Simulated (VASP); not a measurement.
The system is CuO.

```
CELL_PARAMETERS angstrom
2.55255 0.00000 0.00000
0.00000 2.55255 0.00000
0.00000 0.00000 2.55255
ATOMIC_POSITIONS crystal
Cu 0.00000 0.00000 0.00000
O 0.50000 0.50000 0.50000
```

Program: VASP 6.6.1. Alike in all runs: task single point; potentials or basis VASP PAW PBE potentials, release 64 (Cu, O); cell as given; cutoff (eV) 520.

**Question.** Order these runs on this cell by their pressure, lowest first.
A. level PBE+D3(BJ); spin off; k mesh 10 × 10 × 10; smearing fermi-dirac 0.05 eV
B. level PBE+U; spin collinear, ferromagnetic start; U Cu d U = 6.0 eV; k mesh 7 × 7 × 7; smearing gaussian 0.05 eV
C. level PBE; spin off; k mesh 6 × 6 × 6; smearing fermi-dirac 0.03 eV

**Answer.** A (14.3 GPa), B (16.5 GPa), C (21.3 GPa).

Caveats: some runs use coarse meshes; an odd number of electrons without spin polarisation forces a metal (some runs); a magnetic or distorted state may lie lower (some runs); a cell with one magnetic atom can't hold antiferromagnetic order, which such compounds often take (some runs); three body term missing (some runs); pairwise dispersion overbinds metals, which lowers pressure and volume (some runs).
